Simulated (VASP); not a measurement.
# PtSe2: single point with r2SCANh

PtSe2:

```
Pt Se
1.0
     3.72400    0.00000    0.00000
    -1.86200    3.22508    0.00000
     0.00000    0.00000    5.06200
Pt Se
1 2
Direct
  0.00000 0.00000 0.00000
  0.66667 0.33333 0.75000
  0.33333 0.66667 0.25000
```

```
Program             : VASP 6.6.1
Task                : single point
Functional          : r2SCANh
Potentials or basis : VASP PAW PBE potentials, release 64 (Pt, Se)
Cutoff              : 520 eV
k mesh              : 5 × 5 × 3
Occupations         : fermi-dirac, width 0.05 eV
Spin                : no spin polarisation
```

The pressure is 3.4 GPa. The largest force is 0.142 eV/Å and the band gap on the k mesh is 0.32 eV (least direct gap 1.42 eV).

Forces in eV/Å, atoms in the order of the input:
```
Pt   0.000  0.000  0.000
Se   0.000  0.000 -0.142
Se   0.000  0.000  0.142
```

Stress tensor (GPa, compression positive):
```
3.24 0.00 0.00
0.00 3.24 0.00
0.00 0.00 3.74
```

Levels at points of the mesh, in eV from the valence-band top:
| k point | band 9 | band 10 | band 11 | band 12 | band 13 | band 14 |
| --- | --- | --- | --- | --- | --- | --- |
| (0.00, 0.00, 0.00) | -1.69 | -1.69 | 0.00 | 1.48 | 1.48 | 4.01 |

It took 32 min on 1 thread of Intel(R) Xeon(R) Platinum 8259CL CPU @ 2.50GHz (Skylake/Cascade Lake) (shared host), peak memory 0.2 GiB.

Caveat: the cell stands under pressure; the PAW data sets were made with another functional, which shifts forces and pressure a little; spin-orbit coupling is left out, which moves the levels of the heavy elements. A k mesh can miss the band edges.
